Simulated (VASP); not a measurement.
Wanted: the native input for a VASP 6.6.1 run.

- Task: single point
- Functional: PBE
- Potentials or basis: VASP PAW PBE potentials, release 64 (Si, C)
- Cutoff: 520 eV
- k mesh: 8 × 8 × 4
- Occupations: gaussian, width 0.1 eV
- Spin: no spin polarisation
- Dipole correction: no
- Further INCAR settings: ALGO = Normal; EDIFF = 1e-06; NBANDS = 11

The structure of SiC lies in POSCAR:

```
SiC
1.0
    2.3984244400     -1.3917873800      0.0000000000
    2.3984244400      1.3917873800      0.0000000000
   -0.2928714000      0.0000000000      4.1955271500
Si C
1 1
Direct
    0.8338170100      0.8338170100      0.5000950000
    0.1661829900      0.1661829900      0.4999050000
```

These files were run (other wordings do the same):

INCAR

```
  PREC = Accurate
  ENCUT = 520
  EDIFF = 1E-6
  ISMEAR = 0
  SIGMA = 0.1
  LREAL = F
  LASPH = T
  NELM = 60
  ALGO = Normal
  ISIF = 2
  LWAVE = F
  LCHARG = F
  GGA = PE
  NBANDS = 11
```

KPOINTS

```
Automatic mesh
0
Gamma
  8 8 4
```

Potentials or basis: VASP PAW PBE potentials, release 64 (Si, C).

Launch:

```sh
$ cat potpaw_PBE.64/Si/POTCAR potpaw_PBE.64/C/POTCAR > POTCAR
$ mpirun -np 1 vasp_std > vasp.out
```

Results of the run:

* Pressure: 66.6 GPa
* Largest force: 0.578 eV/Å
* Band gap on the k mesh: 2.37 eV, indirect (least direct gap 3.15 eV)

Wall time 44 s on 1 thread of AMD EPYC 7R13, with other jobs on the host, peak memory 0.12 GiB.
